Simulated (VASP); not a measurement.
# Rb (Im-3m) in VASP: a series of runs, part 2 of 2

VASP 6.6.1. Earlier steps stand in the parts before.

### Step 4. Electric field gradients, PBE (volume scaled by 1.03)

Input file INCAR:

```
SYSTEM = Rb
  PREC = Accurate
  ENCUT = 520
  EDIFF = 1E-8
  ISMEAR = -1
  SIGMA = 0.05
  LREAL = .False.
  LASPH = .True.
  NELM = 100
  ALGO = Normal
  ISIF = 2
  LWAVE = .False.
  LCHARG = .False.
  GGA = PE
  LEFG = .True.
  NBANDS = 10
```

Input file KPOINTS:

```
regular mesh
0
Gamma
  8 8 8
  0 0 0
```

Input file POSCAR:

```
Rb
1.0
   -2.8337839851      2.8337839851      2.8337839851
    2.8337839851     -2.8337839851      2.8337839851
    2.8337839851      2.8337839851     -2.8337839851
Rb
1
Direct
    0.0000000000      0.0000000000      0.0000000000
```

Potentials or basis: VASP PAW PBE potentials, release 64 (Rb_sv).

Launch:

```console
> cat potpaw_PBE.64/Rb_sv/POTCAR > POTCAR
> mpirun -np 1 vasp_std > vasp.out
```

OUTCAR:

```text
SYSTEM = Rb
   PREC = Accurate
   ENCUT = 520
   EDIFF = 1E-8
   ISMEAR = -1
   LREAL = .False.
   LASPH = .True.
   NELM = 100
   ISIF = 2
   GGA = PE

 ion  position               nearest neighbor table
   1  0.000  0.000  0.000-

  LATTYP: Found a body centered cubic cell.
 ALAT       =     5.6675679702

  Lattice vectors:

 A1 = (  -2.8337839851,   2.8337839851,   2.8337839851)
 A2 = (   2.8337839851,  -2.8337839851,   2.8337839851)
 A3 = (   2.8337839851,   2.8337839851,  -2.8337839851)

Analysis of symmetry for initial positions (statically):
=====================================================================
 Subroutine PRICEL returns:
 Original cell was already a primitive cell.

 Routine SETGRP: Setting up the symmetry group for a
 body centered cubic supercell.

 Subroutine GETGRP returns: Found 48 space group operations
 (whereof 48 operations were pure point group operations)
 out of a pool of 48 trial point group operations.

The static configuration has the point symmetry O_h .

Analysis of symmetry for dynamics (positions and initial velocities):
=====================================================================
 Subroutine PRICEL returns:
 Original cell was already a primitive cell.

 Routine SETGRP: Setting up the symmetry group for a
 body centered cubic supercell.

 Subroutine GETGRP returns: Found 48 space group operations
 (whereof 48 operations were pure point group operations)
 out of a pool of 48 trial point group operations.

The dynamic configuration has the point symmetry O_h .

 Subroutine INISYM returns: Found 48 space group operations
 (whereof 48 operations are pure point group operations),
 and found     1 'primitive' translations

----------------------------------------------------------------------------------------

                                     Primitive cell

  volume of cell :      91.0249

  direct lattice vectors                    reciprocal lattice vectors
    -2.833783985  2.833783985  2.833783985     0.000000000  0.176442524  0.176442524
     2.833783985 -2.833783985  2.833783985     0.176442524  0.000000000  0.176442524
     2.833783985  2.833783985 -2.833783985     0.176442524  0.176442524  0.000000000

  length of vectors
     4.908257840  4.908257840  4.908257840     0.249527411  0.249527411  0.249527411

  position of ions in fractional coordinates (direct lattice)
     0.000000000  0.000000000  0.000000000

  ion indices of the primitive-cell ions
   primitive index   ion index
                 1           1

----------------------------------------------------------------------------------------

 KPOINTS: regular mesh

Automatic generation of k-mesh.
 Grid dimensions read from file:
 generate k-points for:    8    8    8

 Generating k-lattice:

  Cartesian coordinates                     Fractional coordinates (reciprocal lattice)
     0.000000000  0.022055316  0.022055316     0.125000000  0.000000000  0.000000000
[... 65 lines left out ...]
   ISIF   =      2    stress and relaxation
   ISYM   =      2    0-nonsym 1-usesym 2-fastsym
   POTIM  = 0.5000    time-step for ionic-motion
   TEBEG  =    0.0;   TEEND  =   0.0 temperature during run
   PSTRESS=    0.0 pullay stress
   NELECT =       9.0000    total number of electrons
   NUPDOWN=      -1.0000    fix difference up-down
   EMIN   =  10.00;   EMAX   =-10.00  energy-range for DOS
   EFERMI =   0.00;   METHOD = LEGACY
   ISMEAR =    -1;   SIGMA  =   0.05  broadening in eV -4-tet -1-fermi 0-gaus
   EFERMI_NEDOS =   21; number of points for ismear=-14 and -15
   IALGO  =     38    algorithm
   IMIX   =      4    mixing-type and parameters
     AMIX     =   0.40;   BMIX     =  1.00
     AMIX_MAG =   1.60;   BMIX_MAG =  1.00
  volume/ion in A,a.u.               =      91.02       614.27
  Fermi-wavevector in a.u.,A,eV,Ry     =   0.757011  1.430544  7.797034  0.573066
  Thomas-Fermi vector in A             =   1.855261
   LORBIT       =      0    0 simple, 1 ext, 2 COOP (PROOUT), +10 PAW based schemes
   GGA     = PE    functional components
   LHFCALC =     F    Hartree Fock is set to
   AEXX    =    0.0000 exact exchange contribution
   IVDW    =     0    specifies the selected vdW correction
   LEPSILON=     F    determine dielectric tensor
   LRPA    =     F    only Hartree local field effects (RPA)
 non-spin polarized calculation
  energy-cutoff  :      520.00
  volume of cell :       91.02
 maximum number of plane-waves:      2491
 NGX is ok and might be reduce to    40
   NGX = 19   NGY = 19   NGZ = 19

 number of electron       9.0000000 magnetization

 Free energy of the ion-electron system (eV)
  ---------------------------------------------------
  ext. energy  EPLUGINS =         0.00000000
  ---------------------------------------------------
  free energy    TOTEN  =        -0.93546713 eV

  energy without entropy =       -0.92477265  energy(sigma->0) =       -0.93011989

 E-fermi :   0.0328     XC(G=0):  -5.4656

 val. band max:       -0.0082962033   @ k =   0.2500   0.2500   0.0000
 cond. band min:       0.0903799497   @ k =   0.3750   0.1250   0.0000
 fundamental gap:      0.0986761529
 Fermi energy:         0.0327691514

 k-point     1 :       0.0000    0.0000    0.0000
  band No.  band energies     occupation
      1     -28.8908      2.00000
      2     -12.9332      2.00000
      3     -12.9332      2.00000
      4     -12.9332      2.00000
      5      -1.9603      2.00000
      6       3.6899      0.00000
      7       3.6899      0.00000
      8       3.6899      0.00000
      9       4.6235      0.00000
     10       4.6235      0.00000
[... 287 lines left out ...]
 k-point    24 :      -0.3750    0.3750    0.2500
  band No.  band energies     occupation
      1     -28.8855      2.00000
      2     -13.0044      2.00000
      3     -12.9785      2.00000
      4     -12.9688      2.00000
      5       0.1241      0.27750
      6       1.7022      0.00000
      7       2.9299      0.00000
      8       2.9684      0.00000
      9       4.0149      0.00000
     10       5.1670      0.00000

 [... further k-points ...]
[... 5 lines left out ...]
  --------------------------------------------------------------------------------------
  -------------------------------------------------------------------------------------
  Total        0.0060270      0.0060270      0.0060270      0.0000000      0.0000000      0.0000000
  in kB        0.1060842      0.1060842      0.1060842      0.0000000      0.0000000      0.0000000
  external PRESSURE =       0.1060842 kB  Pullay stress =       0.0000000 kB

 VOLUME and BASIS-vectors are now :
 -----------------------------------------------------------------------------
  energy-cutoff  :      520.00
  volume of cell :       91.02
      direct lattice vectors                 reciprocal lattice vectors
    -2.833783985  2.833783985  2.833783985     0.000000000  0.176442524  0.176442524
     2.833783985 -2.833783985  2.833783985     0.176442524  0.000000000  0.176442524
     2.833783985  2.833783985 -2.833783985     0.176442524  0.176442524  0.000000000

 POSITION                                       TOTAL-FORCE (eV/Angst)
 -----------------------------------------------------------------------------------
      0.00000      0.00000      0.00000        -0.000000     -0.000000      0.000000
 -----------------------------------------------------------------------------------
    total drift:                                0.000000      0.000000     -0.000000

  FREE ENERGIE OF THE ION-ELECTRON SYSTEM (eV)
  ---------------------------------------------------
  free  energy   TOTEN  =        -0.9354671302 eV

  energy  without entropy=       -0.9247726493  energy(sigma->0) =       -0.93011989

 Electric field gradients (V/A^2)
---------------------------------------------------------------------
 ion       V_xx      V_yy      V_zz      V_xy      V_xz      V_yz
---------------------------------------------------------------------
   1      -0.000    -0.000    -0.000     0.000     0.000     0.000
---------------------------------------------------------------------

 Electric field gradients after diagonalization (V/A^2)
 (convention: |V_zz| > |V_xx| > |V_yy|)
----------------------------------------------------------------------
 ion       V_xx      V_yy      V_zz     asymmetry (V_yy - V_xx)/ V_zz
----------------------------------------------------------------------
   1      -0.000    -0.000     0.000       0.000
----------------------------------------------------------------------

           NMR quadrupolar parameters

 Cq : quadrupolar parameter    Cq=e*Q*V_zz/h
 eta: asymmetry parameters     (V_yy - V_xx)/ V_zz
 Q  : nuclear electric quadrupole moment in mb (millibarn)
----------------------------------------------------------------------
 ion       Cq(MHz)       eta       Q (mb)
----------------------------------------------------------------------
   1       0.000       0.000       1.000
----------------------------------------------------------------------
```

OSZICAR:

```text
N       E                     dE             d eps       ncg     rms          rms(c)
DAV:   1     0.415808369216E+02    0.41581E+02   -0.32623E+03   580   0.652E+02
DAV:   2     0.194681070317E+01   -0.39634E+02   -0.39003E+02   640   0.124E+02
DAV:   3    -0.811659645192E+00   -0.27585E+01   -0.27507E+01   788   0.330E+01
DAV:   4    -0.931799025775E+00   -0.12014E+00   -0.12009E+00   804   0.597E+00
DAV:   5    -0.933862789488E+00   -0.20638E-02   -0.20634E-02   818   0.715E-01    0.123E+00
DAV:   6    -0.934422280082E+00   -0.55949E-03   -0.20106E-03   780   0.252E-01    0.742E-01
DAV:   7    -0.935340093441E+00   -0.91781E-03   -0.31038E-03   674   0.321E-01    0.463E-02
DAV:   8    -0.935454727126E+00   -0.11463E-03   -0.11535E-04   676   0.824E-02    0.198E-02
DAV:   9    -0.935467294167E+00   -0.12567E-04   -0.12724E-05   752   0.278E-02    0.509E-03
DAV:  10    -0.935467080894E+00    0.21327E-06   -0.35435E-06   836   0.105E-02    0.119E-03
DAV:  11    -0.935467118942E+00   -0.38048E-07   -0.96664E-08   710   0.206E-03    0.549E-04
DAV:  12    -0.935467132371E+00   -0.13430E-07   -0.17422E-08   654   0.619E-04    0.182E-04
DAV:  13    -0.935467130238E+00    0.21330E-08   -0.90316E-10   362   0.155E-04
   1 F= -.93546713E+00 E0= -.93011989E+00  d E =-.106945E-01
```

stdout:

```text
POSCAR found type information on POSCAR Rb
 POSCAR found :  1 types and       1 ions
 scaLAPACK will be used
 LDA part: xc-table for (Slater+PW92), standard interpolation
 POSCAR, INCAR and KPOINTS ok, starting setup
 FFT: planning ... GRIDC
 FFT: planning ... GRID_SOFT
 FFT: planning ... GRID
 WAVECAR not read
 entering main loop
ion   1
```

It took 18 s on 1 thread of Intel Xeon Platinum 8488C (Sapphire Rapids), shared host; peak memory 0.23 GiB.

Results:

```yaml
Free_energy: -0.9355 eV
Pressure: 0.0 GPa
```

Caveat: without QUAD_EFG the Cq values of the log hold for a quadrupole moment of 1 mb, not for the nuclei.

### Step 5. Overview

```tsv
cell	gap on the mesh (eV)	pressure (GPa)
a = 4.811 Å, angles 109.5°, 1 atom	none	0.2
a = 4.860 Å, angles 109.5°, 1 atom	none	0.1
a = 4.908 Å, angles 109.5°, 1 atom	none	0.0
```

Alike in all rows: task electric field gradients; level PBE; potentials or basis VASP PAW PBE potentials, release 64 (Rb_sv); no spin polarisation; k mesh 8 × 8 × 8; cutoff (eV) 520; smearing fermi-dirac 0.05 eV.

Total energies depend on the potentials used, so only differences within one code and one set of settings carry meaning.
